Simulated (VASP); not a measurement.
Write the native input for VASP 6.6.1 that does the following.

| Item | Value |
| --- | --- |
| Task | single point |
| Functional | PBE |
| Potentials or basis | VASP PAW PBE potentials, release 64 (Sn_d, O) |
| Cutoff | 520 eV |
| k mesh | 6 × 6 × 6 |
| Occupations | gaussian, width 0.05 eV |
| Spin | no spin polarisation |
| Dipole correction | no |
| Further INCAR settings | ALGO = Normal; EDIFF = 1e-06; NBANDS = 64 |

The structure of SnO2 lies in POSCAR:

```
SnO2
1.0
    4.9809794993      0.0000000000      0.0000000000
    0.0000000000      5.8174140663      0.0000000000
    0.0000000000      0.0000000000      5.5166234779
Sn O
4 8
Direct
    0.5000000000      0.6651654903      0.7500000000
    0.0000000000      0.8348345097      0.2500000000
    0.5000000000      0.3348345097      0.2500000000
    0.0000000000      0.1651654903      0.7500000000
    0.7301204269      0.6070551965      0.0781681516
    0.2301204269      0.8929448035      0.9218318484
    0.7698795731      0.8929448035      0.5781681516
    0.2698795731      0.6070551965      0.4218318484
    0.7301204269      0.3929448035      0.5781681516
    0.2301204269      0.1070551965      0.4218318484
    0.7698795731      0.1070551965      0.0781681516
    0.2698795731      0.3929448035      0.9218318484
```

One way to write it, as run:

INCAR

```
SYSTEM = SnO2
PREC = Accurate
ENCUT = 520
EDIFF = 1E-6
ISMEAR = 0
SIGMA = 0.05
LREAL = .False.
LASPH = .True.
NELM = 80
ALGO = Normal
ISIF = 2
LWAVE = .False.
LCHARG = .True.
GGA = PE
LELF = .True.
LVHAR = .True.
NBANDS = 64
```

KPOINTS

```
regular mesh
0
Gamma
  6 6 6
  0 0 0
```

Potentials or basis: VASP PAW PBE potentials, release 64 (Sn_d, O).

Launch:

```console
$ cat potpaw_PBE.64/Sn_d/POTCAR potpaw_PBE.64/O/POTCAR > POTCAR
$ mpirun -np 1 vasp_std > vasp.out
```

Results of the run:

The pressure is -11.3 GPa. The largest force is 0.254 eV/Å. The band gap on the k mesh is 0.19 eV (least direct gap 0.23 eV).

Caveat: the cell stands under tension; spin-orbit coupling is left out, which moves the levels of the heavy elements.

It took 12 min on 1 thread of Oxide Virtual Turin-like Processor (shared host), peak memory 0.53 GiB.
